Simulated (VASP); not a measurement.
# Ag (Fm-3m) in VASP: single point with r2SCAN

Aim: the single point of Ag with r2SCAN.

Everything below comes from runs of VASP 6.6.1. Logs are shortened: lines on timing, memory, paths and dates and some standing lists are left out, and cuts for length are marked.

### 1 The cell of the first run

It takes space group Fm-3m (No. 225, cubic). The conventional cell has a = 4.106 Å, b = 4.106 Å, c = 4.106 Å, α = 90.00°, β = 90.00°, γ = 90.00°. Within 3.8 Å of Ag (site symmetry m-3m) lie 12 Ag at 2.90 Å.

### 2 Single point, r2SCAN

Contents of POSCAR:

```
Ag
1.0
    0.0000000000      2.0528150490      2.0528150490
    2.0528150490      0.0000000000      2.0528150490
    2.0528150490      2.0528150490      0.0000000000
Ag
1
Direct
    0.0000000000      0.0000000000      0.0000000000
```

Contents of INCAR.step1:

```
SYSTEM = Ag
PREC = Accurate
ENCUT = 520
ISMEAR = 1
SIGMA = 0.1
LREAL = .FALSE.
LASPH = .TRUE.
NELM = 100
NBANDS = 12
GGA = PE
ALGO = Normal
EDIFF = 1E-4
LWAVE = .TRUE.
LCHARG = .FALSE.
```

Contents of INCAR.step2:

```
SYSTEM = Ag
PREC = Accurate
ENCUT = 520
EDIFF = 1E-6
ISMEAR = 1
SIGMA = 0.1
LREAL = .FALSE.
LASPH = .TRUE.
NELM = 100
ALGO = Normal
ISIF = 2
LWAVE = .FALSE.
LCHARG = .TRUE.
METAGGA = R2SCAN
LMIXTAU = .TRUE.
LELF = .TRUE.
LVHAR = .TRUE.
NBANDS = 12
ISTART = 1
```

Contents of KPOINTS:

```
Automatic mesh
0
G
  34 34 34
  0 0 0
```

Potentials or basis: VASP PAW PBE potentials, release 64 (Ag).

The run is started by

```sh
$ cat potpaw_PBE.64/Ag/POTCAR > POTCAR
$ cp INCAR.step1 INCAR
$ mpirun -np 1 vasp_std > vasp.out
$ cp INCAR.step2 INCAR
$ mpirun -np 1 vasp_std > vasp.out
```

OUTCAR:

```text
SYSTEM = Ag
   PREC = Accurate
   ENCUT = 520
   EDIFF = 1E-6
   ISMEAR = 1
   LREAL = .FALSE.
   LASPH = .TRUE.
   NELM = 100
   ISIF = 2
   METAGGA = R2SCAN
   ISTART = 1

 ion  position               nearest neighbor table
   1  0.000  0.000  0.000-

  LATTYP: Found a face centered cubic cell.
 ALAT       =     4.1056300980

  Lattice vectors:

 A1 = (   0.0000000000,   2.0528150490,   2.0528150490)
 A2 = (   2.0528150490,   0.0000000000,   2.0528150490)
 A3 = (   2.0528150490,   2.0528150490,   0.0000000000)

Analysis of symmetry for initial positions (statically):
=====================================================================
 Subroutine PRICEL returns:
 Original cell was already a primitive cell.

 Routine SETGRP: Setting up the symmetry group for a
 face centered cubic supercell.

 Subroutine GETGRP returns: Found 48 space group operations
 (whereof 48 operations were pure point group operations)
 out of a pool of 48 trial point group operations.

The static configuration has the point symmetry O_h .

Analysis of symmetry for dynamics (positions and initial velocities):
=====================================================================
 Subroutine PRICEL returns:
 Original cell was already a primitive cell.

 Routine SETGRP: Setting up the symmetry group for a
 face centered cubic supercell.

 Subroutine GETGRP returns: Found 48 space group operations
 (whereof 48 operations were pure point group operations)
 out of a pool of 48 trial point group operations.

The dynamic configuration has the point symmetry O_h .

 Subroutine INISYM returns: Found 48 space group operations
 (whereof 48 operations are pure point group operations),
 and found     1 'primitive' translations

----------------------------------------------------------------------------------------

                                     Primitive cell

  volume of cell :      17.3013

  direct lattice vectors                    reciprocal lattice vectors
     0.000000000  2.052815049  2.052815049    -0.243567973  0.243567973  0.243567973
     2.052815049  0.000000000  2.052815049     0.243567973 -0.243567973  0.243567973
     2.052815049  2.052815049  0.000000000     0.243567973  0.243567973 -0.243567973

  length of vectors
     2.903118883  2.903118883  2.903118883     0.421872104  0.421872104  0.421872104

  position of ions in fractional coordinates (direct lattice)
     0.000000000  0.000000000  0.000000000

  ion indices of the primitive-cell ions
   primitive index   ion index
                 1           1

----------------------------------------------------------------------------------------

 KPOINTS: Automatic mesh

Automatic generation of k-mesh.
 Grid dimensions read from file:
 generate k-points for:   34   34   34

 Generating k-lattice:

  Cartesian coordinates                     Fractional coordinates (reciprocal lattice)
    -0.007163764  0.007163764  0.007163764     0.029411765  0.000000000  0.000000000
     0.007163764 -0.007163764  0.007163764     0.000000000  0.029411765  0.000000000
     0.007163764  0.007163764 -0.007163764     0.000000000  0.000000000  0.029411765

  Length of vectors
     0.012408003  0.012408003  0.012408003

  Shift w.r.t. Gamma in fractional coordinates (k-lattice)
     0.000000000  0.000000000  0.000000000

 Subroutine IBZKPT returns following result:
 ===========================================

 Found   1059 irreducible k-points:

 Following reciprocal coordinates:
            Coordinates               Weight
  0.000000  0.000000  0.000000      1.000000
  0.029412  0.000000  0.000000      8.000000
  0.058824  0.000000  0.000000      8.000000
  0.088235  0.000000  0.000000      8.000000
  0.117647  0.000000  0.000000      8.000000
  0.147059  0.000000  0.000000      8.000000
[... 16 lines left out ...]
  0.147059  0.029412  0.000000     24.000000
  0.176471  0.029412  0.000000     24.000000
 [... further k-points ...]
   k-points           NKPTS =   1059   k-points in BZ     NKDIM =   1059   number of bands    NBANDS=     12
   number of dos      NEDOS =    301   number of ions     NIONS =      1
   total plane-waves  NPLWV =  13824
   dimension x,y,z NGX =    24 NGY =   24 NGZ =   24
   dimension x,y,z NGXF=    48 NGYF=   48 NGZF=   48
   ions per type =               1
   NGX,Y,Z   is equivalent  to a cutoff of  13.74, 13.74, 13.74 a.u.
   NGXF,Y,Z  is equivalent  to a cutoff of  27.49, 27.49, 27.49 a.u.
 SYSTEM =  Ag
   PREC   = accura    normal or accurate (medium, high low for compatibility)
   ISTART =      1    job   : 0-new  1-cont  2-samecut
   ICHARG =      0    charge: 1-file 2-atom 10-const
   ISPIN  =      1    spin polarized calculation?
   LNONCOLLINEAR =      F non collinear calculations
   LSORBIT =      F    spin-orbit coupling
   LASPH  =      T    aspherical Exc in radial PAW
   ENCUT  =  520.0 eV  38.22 Ry    6.18 a.u.   5.40  5.40  5.40*2*pi/ulx,y,z
   NELM   =    100;   NELMIN=  2; NELMDL=  0     # of ELM steps
   EDIFF  = 0.1E-05   stopping-criterion for ELM
   LREAL  =      F    real-space projection
   EDIFFG = 0.1E-04   stopping-criterion for IOM
   NSW    =      0    number of steps for IOM
   IBRION =     -1    ionic relax: 0-MD 1-quasi-New 2-CG
   NFREE  =      0    steps in history (QN), initial steepest desc. (CG)
   ISIF   =      2    stress and relaxation
   ISYM   =      2    0-nonsym 1-usesym 2-fastsym
   POTIM  = 0.5000    time-step for ionic-motion
   TEBEG  =    0.0;   TEEND  =   0.0 temperature during run
   PSTRESS=    0.0 pullay stress
   NELECT =      11.0000    total number of electrons
   NUPDOWN=      -1.0000    fix difference up-down
   EMIN   =  10.00;   EMAX   =-10.00  energy-range for DOS
   EFERMI =   0.00;   METHOD = LEGACY
   ISMEAR =     1;   SIGMA  =   0.10  broadening in eV -4-tet -1-fermi 0-gaus
   EFERMI_NEDOS =   21; number of points for ismear=-14 and -15
   IALGO  =     38    algorithm
   IMIX   =      4    mixing-type and parameters
     AMIX     =   0.40;   BMIX     =  1.00
     AMIX_MAG =   1.60;   BMIX_MAG =  1.00
  volume/ion in A,a.u.               =      17.30       116.76
  Fermi-wavevector in a.u.,A,eV,Ry     =   1.407708  2.660182 26.961873  1.981642
  Thomas-Fermi vector in A             =   2.529940
   LORBIT       =      0    0 simple, 1 ext, 2 COOP (PROOUT), +10 PAW based schemes
   METAGGA = R2SCAN    functional components
   LHFCALC =     F    Hartree Fock is set to
   AEXX    =    0.0000 exact exchange contribution
   IVDW    =     0    specifies the selected vdW correction
   LEPSILON=     F    determine dielectric tensor
   LRPA    =     F    only Hartree local field effects (RPA)
 non-spin polarized calculation
 Methfessel and Paxton  Order N= 1 SIGMA  =   0.10
  energy-cutoff  :      520.00
  volume of cell :       17.30
 maximum number of plane-waves:       487
 NGX is ok and might be reduce to    24
   NGX = 11   NGY = 11   NGZ = 11

 number of electron      10.9999999 magnetization

 Free energy of the ion-electron system (eV)
  ---------------------------------------------------
  ext. energy  EPLUGINS =         0.00000000
  ---------------------------------------------------
  free energy    TOTEN  =       -21.35696153 eV

  energy without entropy =      -21.35685804  energy(sigma->0) =      -21.35692704

 E-fermi :   8.2964     XC(G=0): -12.8670

 val. band max:        8.2954603923   @ k =  -0.3529   0.1765   0.0000
 cond. band min:       8.2966552010   @ k =   0.5000   0.2059   0.0588
 fundamental gap:      0.0011948087
 Fermi energy:         8.2963637703

 k-point     1 :       0.0000    0.0000    0.0000
  band No.  band energies     occupation
      1       0.3828      2.00000
      2       3.1452      2.00000
      3       3.1452      2.00000
      4       3.1452      2.00000
      5       4.1629      2.00000
      6       4.1629      2.00000
      7      24.8474      0.00000
      8      28.4851      0.00000
      9      28.4851      0.00000
     10      28.4851      0.00000
     11      33.4113      0.00000
     12      34.3644      0.00000

 k-point     2 :       0.0294    0.0000    0.0000
  band No.  band energies     occupation
      1       0.4107      2.00000
      2       3.1388      2.00000
      3       3.1530      2.00000
      4       3.1530      2.00000
      5       4.1599      2.00000
      6       4.1599      2.00000
      7      24.8538      0.00000
      8      28.2043      0.00000
      9      28.4943      0.00000
     10      28.4943      0.00000
     11      33.5428      0.00000
     12      34.3400      0.00000

 k-point     3 :       0.0588    0.0000    0.0000
  band No.  band energies     occupation
      1       0.4935      2.00000
      2       3.1207      2.00000
      3       3.1754      2.00000
      4       3.1754      2.00000
      5       4.1515      2.00000
      6       4.1515      2.00000
      7      24.8568      0.00000
      8      27.5186      0.00000
      9      28.5201      0.00000
     10      28.5201      0.00000
     11      33.4268      0.00000
     12      34.2598      0.00000

 k-point     4 :       0.0882    0.0000    0.0000
  band No.  band energies     occupation
      1       0.6284      2.00000
      2       3.0948      2.00000
      3       3.2099      2.00000
      4       3.2099      2.00000
      5       4.1404      2.00000
      6       4.1404      2.00000
      7      24.7836      0.00000
      8      26.7053      0.00000
      9      28.5574      0.00000
     10      28.5574      0.00000
     11      32.9934      0.00000
     12      34.1074      0.00000

 k-point     5 :       0.1176    0.0000    0.0000
  band No.  band energies     occupation
      1       0.8099      2.00000
      2       3.0684      2.00000
      3       3.2521      2.00000
      4       3.2521      2.00000
      5       4.1311      2.00000
      6       4.1311      2.00000
      7      24.4254      0.00000
      8      26.0752      0.00000
      9      28.5973      0.00000
     10      28.5973      0.00000
     11      32.5116      0.00000
     12      33.8671      0.00000
[... 228 lines left out ...]
      1       0.6022      2.00000
      2       3.0875      2.00000
      3       3.2073      2.00000
      4       3.2119      2.00000
      5       4.1114      2.00000
      6       4.1721      2.00000
      7      24.8374      0.00000
      8      26.9509      0.00000
      9      28.2203      0.00000
     10      28.6554      0.00000
     11      33.1722      0.00000
     12      34.0887      0.00000

 k-point    22 :       0.1176    0.0294    0.0000
  band No.  band energies     occupation
      1       0.7686      2.00000
      2       3.0586      2.00000
      3       3.2478      2.00000
      4       3.2533      2.00000
      5       4.0916      2.00000
      6       4.1718      2.00000
      7      24.6144      0.00000
      8      26.2114      0.00000
      9      28.1505      0.00000
     10      28.8268      0.00000
     11      32.6133      0.00000
     12      33.9207      0.00000

 k-point    23 :       0.1471    0.0294    0.0000
  band No.  band energies     occupation
      1       0.9753      2.00000
      2       3.0357      2.00000
      3       3.2927      2.00000
      4       3.2969      2.00000
      5       4.0789      2.00000
      6       4.1773      2.00000
      7      23.9522      0.00000
      8      25.8313      0.00000
      9      28.0786      0.00000
     10      29.0078      0.00000
     11      32.0697      0.00000
     12      33.7019      0.00000

 k-point    24 :       0.1765    0.0294    0.0000
  band No.  band energies     occupation
      1       1.2069      2.00000
      2       3.0355      2.00000
      3       3.3338      2.00000
      4       3.3348      2.00000
      5       4.0828      2.00000
      6       4.1957      2.00000
      7      22.9546      0.00000
      8      25.7133      0.00000
      9      27.9946      0.00000
     10      29.1852      0.00000
     11      31.5977      0.00000
     12      33.4404      0.00000

 [... further k-points ...]

------------------------ aborting loop because EDIFF is reached ----------------------------------------

  FORCE on cell =-STRESS in cart. coord.  units (eV):
  Direction    XX          YY          ZZ          XY          YZ          ZX
  --------------------------------------------------------------------------------------
  -------------------------------------------------------------------------------------
  Total        0.0052325      0.0052325      0.0052325     -0.0000000     -0.0000000      0.0000000
  in kB        0.4845541      0.4845541      0.4845541     -0.0000000     -0.0000000      0.0000000
  external PRESSURE =       0.4845541 kB  Pullay stress =       0.0000000 kB

 VOLUME and BASIS-vectors are now :
 -----------------------------------------------------------------------------
  energy-cutoff  :      520.00
  volume of cell :       17.30
      direct lattice vectors                 reciprocal lattice vectors
     0.000000000  2.052815049  2.052815049    -0.243567973  0.243567973  0.243567973
     2.052815049  0.000000000  2.052815049     0.243567973 -0.243567973  0.243567973
     2.052815049  2.052815049  0.000000000     0.243567973  0.243567973 -0.243567973

 POSITION                                       TOTAL-FORCE (eV/Angst)
 -----------------------------------------------------------------------------------
      0.00000      0.00000      0.00000         0.000000      0.000000      0.000000
 -----------------------------------------------------------------------------------
    total drift:                               -0.000000      0.000000      0.000000

  FREE ENERGIE OF THE ION-ELECTRON SYSTEM (eV)
  ---------------------------------------------------
  free  energy   TOTEN  =       -21.3569615346 eV

  energy  without entropy=      -21.3568580401  energy(sigma->0) =      -21.35692704
```

Run time: 12 min. Hardware: 1 thread of Intel Xeon 8259CL, shared host; peak memory 0.33 GiB.

What came out:

| Item | Value |
| --- | --- |
| Free energy | -21.3570 eV |
| Pressure | 0.0 GPa |
| Band gap on the k mesh | zero (an odd number of electrons rules out a gap without spin polarisation) |

Caveat: the PAW data sets were made with another functional, which shifts forces and pressure a little.
